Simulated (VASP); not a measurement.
Input of a VASP 6.6.1 run:

Contents of POSCAR:

```
CsBr
1.0
    4.2860009861      0.0000000000      0.0000000000
    0.0000000000      4.2860009861      0.0000000000
    0.0000000000      0.0000000000      4.2860009861
Cs Br
1 1
Direct
    0.0000000000      0.0000000000      0.0000000000
    0.5000000000      0.5000000000      0.5000000000
```

INCAR.step1

```
ALGO = Normal ; EDIFF = 1E-5
ENCUT = 550 ; GGA = PE
GGA_COMPAT = F ; ISMEAR = 0
LASPH = T ; LCHARG = F
LREAL = F ; LWAVE = T
NBANDS = 15 ; NELM = 120
PREC = Accurate ; SIGMA = 0.05
```

The input INCAR.step2:

```
ALGO = Normal ; EDIFF = 1E-6
ENCUT = 550 ; GGA_COMPAT = F
ISIF = 2 ; ISMEAR = 0
ISTART = 1 ; LASPH = T
LCHARG = F ; LMIXTAU = T
LREAL = F ; LWAVE = F
METAGGA = R2SCAN ; NBANDS = 15
NELM = 120 ; PREC = Accurate
SIGMA = 0.05
```

File KPOINTS:

```
k-points
0
Gamma
  8 8 8
```

Potentials or basis: VASP PAW PBE potentials, release 64 (Cs_sv, Br).

The run is started by

```console
$ cat potpaw_PBE.64/Cs_sv/POTCAR potpaw_PBE.64/Br/POTCAR > POTCAR
$ cp INCAR.step1 INCAR
$ mpirun -np 1 vasp_std > vasp.out
$ cp INCAR.step2 INCAR
$ mpirun -np 1 vasp_std > vasp.out
```

Predict the band gap on the k mesh.

5.29 eV, direct.

What does it give for the pressure?

0.5 GPa.

Caveat: the PAW data sets were made with another functional, which shifts forces and pressure a little; spin-orbit coupling is left out, which moves the levels of the heavy elements. A k mesh can miss the band edges.
